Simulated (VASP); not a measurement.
# Mg (I4/mmm) in VASP: a series of runs, part 2 of 2

VASP 6.6.1. Earlier steps stand in the parts before.

### 3 Single point, LDA (zz strain of +1 %)

File INCAR:

```
SYSTEM = Mg
PREC = Accurate
ENCUT = 520
EDIFF = 1E-6
ISMEAR = -1
SIGMA = 0.03
LREAL = .False.
LASPH = .True.
NELM = 60
ALGO = Normal
ISIF = 2
LWAVE = .False.
LCHARG = .False.
GGA = CA
NBANDS = 7
```

File KPOINTS:

```
Automatic mesh
0
Gamma
  16 16 16
  0 0 0
```

File POSCAR:

```
Mg
1.0
    0.0000000000      2.2442560000      2.2666985600
    2.2442560000      0.0000000000      2.2666985600
    2.2442560000      2.2442560000      0.0000000000
Mg
1
Direct
    0.0000000000      0.0000000000      0.0000000000
```

Potentials or basis: VASP PAW LDA potentials, release 64 (Mg).

Run with:

```
$ cat potpaw_LDA.64/Mg/POTCAR > POTCAR
$ mpirun -np 1 vasp_std > vasp.out
```

OUTCAR:

```text
SYSTEM = Mg
   PREC = Accurate
   ENCUT = 520
   EDIFF = 1E-6
   ISMEAR = -1
   LREAL = .False.
   LASPH = .True.
   NELM = 60
   ISIF = 2
   GGA = CA

 ion  position               nearest neighbor table
   1  0.000  0.000  0.000-

  LATTYP: Found a body centered tetragonal cell.
 ALAT       =     3.1738572726
 C/A-ratio  =     1.4283556980

  Lattice vectors:

 A1 = (  -2.2442560000,   0.0000000000,   2.2666985600)
 A2 = (   2.2442560000,   0.0000000000,   2.2666985600)
 A3 = (   0.0000000000,   2.2442560000,  -2.2666985600)

Analysis of symmetry for initial positions (statically):
=====================================================================
 Subroutine PRICEL returns:
 Original cell was already a primitive cell.

 Routine SETGRP: Setting up the symmetry group for a
 body centered tetragonal supercell.

 Subroutine GETGRP returns: Found 16 space group operations
 (whereof 16 operations were pure point group operations)
 out of a pool of 16 trial point group operations.

The static configuration has the point symmetry D_4h.

Analysis of symmetry for dynamics (positions and initial velocities):
=====================================================================
 Subroutine PRICEL returns:
 Original cell was already a primitive cell.

 Routine SETGRP: Setting up the symmetry group for a
 body centered tetragonal supercell.

 Subroutine GETGRP returns: Found 16 space group operations
 (whereof 16 operations were pure point group operations)
 out of a pool of 16 trial point group operations.

The dynamic configuration has the point symmetry D_4h.

 Subroutine INISYM returns: Found 16 space group operations
 (whereof 16 operations are pure point group operations),
 and found     1 'primitive' translations

----------------------------------------------------------------------------------------

                                     Primitive cell

  volume of cell :      22.8333

  direct lattice vectors                    reciprocal lattice vectors
[... 100 lines left out ...]
   ISMEAR =    -1;   SIGMA  =   0.03  broadening in eV -4-tet -1-fermi 0-gaus
   EFERMI_NEDOS =   21; number of points for ismear=-14 and -15
   IALGO  =     38    algorithm
   IMIX   =      4    mixing-type and parameters
     AMIX     =   0.40;   BMIX     =  1.00
     AMIX_MAG =   1.60;   BMIX_MAG =  1.00
  volume/ion in A,a.u.               =      22.83       154.09
  Fermi-wavevector in a.u.,A,eV,Ry     =   0.727046  1.373918  7.191987  0.528596
  Thomas-Fermi vector in A             =   1.818172
   LORBIT       =      0    0 simple, 1 ext, 2 COOP (PROOUT), +10 PAW based schemes
   GGA     = CA    functional components
   LHFCALC =     F    Hartree Fock is set to
   AEXX    =    0.0000 exact exchange contribution
   IVDW    =     0    specifies the selected vdW correction
   LEPSILON=     F    determine dielectric tensor
   LRPA    =     F    only Hartree local field effects (RPA)
 non-spin polarized calculation
  energy-cutoff  :      520.00
  volume of cell :       22.83
 maximum number of plane-waves:       636
   NGX = 11   NGY = 11   NGZ = 11

 number of electron       2.0000000 magnetization

 Free energy of the ion-electron system (eV)
  ---------------------------------------------------
  ext. energy  EPLUGINS =         0.00000000
  ---------------------------------------------------
  free energy    TOTEN  =        -1.78749648 eV

  energy without entropy =       -1.78600736  energy(sigma->0) =       -1.78675192

 E-fermi :   2.4739     XC(G=0):  -8.6974

 val. band max:        2.4478376242   @ k =  -0.4375   0.1875   0.1250
 cond. band min:       2.4813105880   @ k =  -0.3125   0.3750   0.2500
 fundamental gap:      0.0334729638
 Fermi energy:         2.4738905491

 k-point     1 :       0.0000    0.0000    0.0000
  band No.  band energies     occupation
      1      -4.4456      2.00000
      2      14.7754      0.00000
      3      14.8501      0.00000
      4      14.8501      0.00000
      5      16.6394      0.00000
      6      16.6394      0.00000
      7      16.6637      0.00000
[... 221 lines left out ...]
 k-point    24 :      -0.0625    0.0625    0.0000
  band No.  band energies     occupation
      1      -4.2121      2.00000
      2      12.5223      0.00000
      3      13.2457      0.00000
      4      15.0766      0.00000
      5      16.8085      0.00000
      6      17.1237      0.00000
      7      17.6676      0.00000

 [... further k-points ...]
[... 5 lines left out ...]
  --------------------------------------------------------------------------------------
  -------------------------------------------------------------------------------------
  Total       -0.2898665     -0.2898665     -0.2698141      0.0000000      0.0000000     -0.0000000
  in kB      -20.3394879    -20.3394879    -18.9324435      0.0000000      0.0000000     -0.0000000
  external PRESSURE =     -19.8704731 kB  Pullay stress =       0.0000000 kB

 VOLUME and BASIS-vectors are now :
 -----------------------------------------------------------------------------
  energy-cutoff  :      520.00
  volume of cell :       22.83
      direct lattice vectors                 reciprocal lattice vectors
     0.000000000  2.244256000  2.266698560    -0.222790983  0.222790983  0.220585132
     2.244256000  0.000000000  2.266698560     0.222790983 -0.222790983  0.220585132
     2.244256000  2.244256000  0.000000000     0.222790983  0.222790983 -0.220585132

 POSITION                                       TOTAL-FORCE (eV/Angst)
 -----------------------------------------------------------------------------------
      0.00000      0.00000      0.00000         0.000000      0.000000      0.000000
 -----------------------------------------------------------------------------------
    total drift:                                0.000000     -0.000000     -0.000000

  FREE ENERGIE OF THE ION-ELECTRON SYSTEM (eV)
  ---------------------------------------------------
  free  energy   TOTEN  =        -1.7874964759 eV

  energy  without entropy=       -1.7860073577  energy(sigma->0) =       -1.78675192
```

OSZICAR:

```text
N       E                     dE             d eps       ncg     rms          rms(c)
DAV:   1    -0.118940800111E+01   -0.11894E+01   -0.79632E+02  5257   0.193E+02
DAV:   2    -0.179565129732E+01   -0.60624E+00   -0.57819E+00  6503   0.106E+01
DAV:   3    -0.179789723462E+01   -0.22459E-02   -0.22437E-02  6517   0.720E-01
DAV:   4    -0.179789951662E+01   -0.22820E-05   -0.22821E-05  7259   0.181E-02
DAV:   5    -0.179789951734E+01   -0.71580E-09   -0.76571E-09  6566   0.255E-04    0.640E-01
DAV:   6    -0.179205967939E+01    0.58398E-02   -0.52415E-04  6335   0.995E-02    0.406E-01
DAV:   7    -0.178749959795E+01    0.45601E-02   -0.18089E-03  5957   0.182E-01    0.217E-02
DAV:   8    -0.178749683620E+01    0.27618E-05   -0.90687E-06  7406   0.161E-02    0.468E-03
DAV:   9    -0.178749647586E+01    0.36034E-06   -0.22921E-07  6216   0.200E-03
   1 F= -.17874965E+01 E0= -.17867519E+01  d E =-.148912E-02
```

stdout:

```text
POSCAR found type information on POSCAR Mg
 POSCAR found :  1 types and       1 ions
 scaLAPACK will be used
 LDA part: xc-table for (Slater(with rela. corr.)+CA(PZ))
 , standard interpolation
 POSCAR, INCAR and KPOINTS ok, starting setup
 FFT: planning ... GRIDC
 FFT: planning ... GRID_SOFT
 FFT: planning ... GRID
 WAVECAR not read
 entering main loop
```

It took 31 s on 1 thread of Intel Xeon 8259CL, shared host; peak memory 0.17 GiB.

Results:

| Item | Value |
| --- | --- |
| Free energy | -1.7875 eV |
| Pressure | -2.0 GPa |
| Band gap on the k mesh | zero (bands 1 and 2 overlap by 2.80 eV) |

Stress tensor (GPa, compression positive):
```
-2.03  0.00  0.00
 0.00 -2.03  0.00
 0.00  0.00 -1.89
```

Levels at points of the mesh, in eV from the Fermi level:
```csv
k point,band 1,band 2,band 3,band 4,band 5
"(0.00, 0.00, 0.00)",-6.92,12.30,12.38,12.38,14.17
"(0.50, 0.00, 0.00)",-1.67,-1.31,11.19,11.38,11.86
"(0.50, 0.50, 0.00)",-0.28,0.70,6.22,7.02,7.02
"(0.50, 0.00, 0.50)",-0.16,0.85,6.11,6.85,6.89
```

Caveat: the cell differs from its parent crystal (zz strain of +1 %).

### 4 Single point, LDA (equal xx and yy strain of +2 %)

File INCAR:

```
SYSTEM = Mg
PREC = Accurate
ENCUT = 520
EDIFF = 1E-6
ISMEAR = -1
SIGMA = 0.03
LREAL = .FALSE.
LASPH = .TRUE.
NELM = 100
ALGO = Normal
ISIF = 2
LWAVE = .FALSE.
LCHARG = .FALSE.
NBANDS = 7
```

File KPOINTS:

```
regular mesh
0
G
  16 16 16
  0 0 0
```

File POSCAR:

```
Mg
1.0
    0.0000000000      2.2891411200      2.2442560000
    2.2891411200      0.0000000000      2.2442560000
    2.2891411200      2.2891411200      0.0000000000
Mg
1
Direct
    0.0000000000      0.0000000000      0.0000000000
```

Potentials or basis: VASP PAW LDA potentials, release 64 (Mg).

Run with:

```
$ cat potpaw_LDA.64/Mg/POTCAR > POTCAR
$ mpirun -np 1 vasp_std > vasp.out
```

OUTCAR:

```text
SYSTEM = Mg
   PREC = Accurate
   ENCUT = 520
   EDIFF = 1E-6
   ISMEAR = -1
   LREAL = .FALSE.
   LASPH = .TRUE.
   NELM = 100
   ISIF = 2

 ion  position               nearest neighbor table
   1  0.000  0.000  0.000-

  LATTYP: Found a body centered tetragonal cell.
 ALAT       =     3.2373344181
 C/A-ratio  =     1.3864838847

  Lattice vectors:

 A1 = (   0.0000000000,  -2.2891411200,  -2.2442560000)
 A2 = (   0.0000000000,   2.2891411200,  -2.2442560000)
 A3 = (   2.2891411200,   0.0000000000,   2.2442560000)

Analysis of symmetry for initial positions (statically):
=====================================================================
 Subroutine PRICEL returns:
 Original cell was already a primitive cell.

 Routine SETGRP: Setting up the symmetry group for a
 body centered tetragonal supercell.

 Subroutine GETGRP returns: Found 16 space group operations
 (whereof 16 operations were pure point group operations)
 out of a pool of 16 trial point group operations.

The static configuration has the point symmetry D_4h.

Analysis of symmetry for dynamics (positions and initial velocities):
=====================================================================
 Subroutine PRICEL returns:
 Original cell was already a primitive cell.

 Routine SETGRP: Setting up the symmetry group for a
 body centered tetragonal supercell.

 Subroutine GETGRP returns: Found 16 space group operations
 (whereof 16 operations were pure point group operations)
 out of a pool of 16 trial point group operations.

The dynamic configuration has the point symmetry D_4h.

 Subroutine INISYM returns: Found 16 space group operations
 (whereof 16 operations are pure point group operations),
 and found     1 'primitive' translations

----------------------------------------------------------------------------------------

                                     Primitive cell

[... 101 lines left out ...]
   EMIN   =  10.00;   EMAX   =-10.00  energy-range for DOS
   EFERMI =   0.00;   METHOD = LEGACY
   ISMEAR =    -1;   SIGMA  =   0.03  broadening in eV -4-tet -1-fermi 0-gaus
   EFERMI_NEDOS =   21; number of points for ismear=-14 and -15
   IALGO  =     38    algorithm
   IMIX   =      4    mixing-type and parameters
     AMIX     =   0.40;   BMIX     =  1.00
     AMIX_MAG =   1.60;   BMIX_MAG =  1.00
  volume/ion in A,a.u.               =      23.52       158.72
  Fermi-wavevector in a.u.,A,eV,Ry     =   0.719895  1.360404  7.051198  0.518248
  Thomas-Fermi vector in A             =   1.809208
   LORBIT       =      0    0 simple, 1 ext, 2 COOP (PROOUT), +10 PAW based schemes
   GGA     = CA    functional components
   LHFCALC =     F    Hartree Fock is set to
   AEXX    =    0.0000 exact exchange contribution
   IVDW    =     0    specifies the selected vdW correction
   LEPSILON=     F    determine dielectric tensor
   LRPA    =     F    only Hartree local field effects (RPA)
 non-spin polarized calculation
  energy-cutoff  :      520.00
  volume of cell :       23.52
 maximum number of plane-waves:       647
   NGX = 11   NGY = 11   NGZ = 13

 number of electron       2.0000000 magnetization

 Free energy of the ion-electron system (eV)
  ---------------------------------------------------
  ext. energy  EPLUGINS =         0.00000000
  ---------------------------------------------------
  free energy    TOTEN  =        -1.77721118 eV

  energy without entropy =       -1.77588231  energy(sigma->0) =       -1.77654675

 E-fermi :   2.3206     XC(G=0):  -8.6021

 val. band max:        2.3015281347   @ k =   0.5000   0.5000   0.0000
 cond. band min:       2.3334205175   @ k =  -0.3750   0.1875   0.0625
 fundamental gap:      0.0318923829
 Fermi energy:         2.3205888164

 k-point     1 :       0.0000    0.0000    0.0000
  band No.  band energies     occupation
      1      -4.4710      2.00000
      2      14.4494      0.00000
      3      14.4494      0.00000
      4      14.5931      0.00000
      5      16.1267      0.00000
      6      16.1742      0.00000
      7      16.1742      0.00000
[... 221 lines left out ...]
 k-point    24 :      -0.0625    0.0625    0.0000
  band No.  band energies     occupation
      1      -4.2466      2.00000
      2      12.2231      0.00000
      3      13.0389      0.00000
      4      14.6672      0.00000
      5      16.3370      0.00000
      6      16.6403      0.00000
      7      17.2601      0.00000

 [... further k-points ...]
[... 5 lines left out ...]
  --------------------------------------------------------------------------------------
  -------------------------------------------------------------------------------------
  Total       -0.4146707     -0.4146707     -0.4419191      0.0000000      0.0000000      0.0000000
  in kB      -28.2466155    -28.2466155    -30.1027284      0.0000000      0.0000000      0.0000000
  external PRESSURE =     -28.8653198 kB  Pullay stress =       0.0000000 kB

 VOLUME and BASIS-vectors are now :
 -----------------------------------------------------------------------------
  energy-cutoff  :      520.00
  volume of cell :       23.52
      direct lattice vectors                 reciprocal lattice vectors
     0.000000000  2.289141120  2.244256000    -0.218422532  0.218422532  0.222790983
     2.289141120  0.000000000  2.244256000     0.218422532 -0.218422532  0.222790983
     2.289141120  2.289141120  0.000000000     0.218422532  0.218422532 -0.222790983

 POSITION                                       TOTAL-FORCE (eV/Angst)
 -----------------------------------------------------------------------------------
      0.00000      0.00000      0.00000         0.000000      0.000000      0.000000
 -----------------------------------------------------------------------------------
    total drift:                               -0.000000      0.000000      0.000000

  FREE ENERGIE OF THE ION-ELECTRON SYSTEM (eV)
  ---------------------------------------------------
  free  energy   TOTEN  =        -1.7772111848 eV

  energy  without entropy=       -1.7758823120  energy(sigma->0) =       -1.77654675
```

OSZICAR:

```text
N       E                     dE             d eps       ncg     rms          rms(c)
DAV:   1    -0.115354075196E+01   -0.11535E+01   -0.78666E+02  5250   0.193E+02
DAV:   2    -0.178519836124E+01   -0.63166E+00   -0.61595E+00  6237   0.109E+01
DAV:   3    -0.178767643762E+01   -0.24781E-02   -0.24766E-02  6517   0.751E-01
DAV:   4    -0.178767922168E+01   -0.27841E-05   -0.27839E-05  7238   0.194E-02
DAV:   5    -0.178767922348E+01   -0.18007E-08   -0.18097E-08  6664   0.324E-04    0.645E-01
DAV:   6    -0.178182037734E+01    0.58588E-02   -0.58035E-04  6335   0.105E-01    0.409E-01
DAV:   7    -0.177721456195E+01    0.46058E-02   -0.19990E-03  6062   0.191E-01    0.221E-02
DAV:   8    -0.177721158205E+01    0.29799E-05   -0.91251E-06  7427   0.162E-02    0.477E-03
DAV:   9    -0.177721118475E+01    0.39730E-06   -0.22238E-07  6202   0.193E-03
   1 F= -.17772112E+01 E0= -.17765467E+01  d E =-.132887E-02
```

stdout:

```text
POSCAR found type information on POSCAR Mg
 POSCAR found :  1 types and       1 ions
 scaLAPACK will be used
 LDA part: xc-table for (Slater(with rela. corr.)+CA(PZ))
 , standard interpolation
 POSCAR, INCAR and KPOINTS ok, starting setup
 FFT: planning ... GRIDC
 FFT: planning ... GRID_SOFT
 FFT: planning ... GRID
 WAVECAR not read
 entering main loop
```

Run time: 37 s. Hardware: 1 thread of Intel Xeon 8259CL, shared host; peak memory 0.17 GiB.

Results:

- Free energy: -1.7772 eV
- Pressure: -2.9 GPa
- Band gap on the k mesh: zero (bands 1 and 2 overlap by 2.73 eV)

Caveat: the cell differs from its parent crystal (equal xx and yy strain of +2 %).

### 5 Overview

```tsv
cell	gap on the mesh (eV)	pressure (GPa)
a = 3.158, b = 3.158, c = 3.174 Å, angles 59.8, 59.8, 60.3°, 1 atom	none	-1.3
a = 3.190, b = 3.190, c = 3.174 Å, angles 60.2, 60.2, 59.7°, 1 atom	none	-2.0
a = 3.206, b = 3.206, c = 3.237 Å, angles 59.7, 59.7, 60.7°, 1 atom	none	-2.9
```

Alike in all rows: task single point; level LDA; potentials or basis VASP PAW LDA potentials, release 64 (Mg); no spin polarisation; k mesh 16 × 16 × 16; cutoff (eV) 520; smearing fermi-dirac 0.03 eV.

Absolute energies hang on the potentials; compare differences alone.

The gap in the log of VASP goes by the Fermi energy; the results here count the filled bands.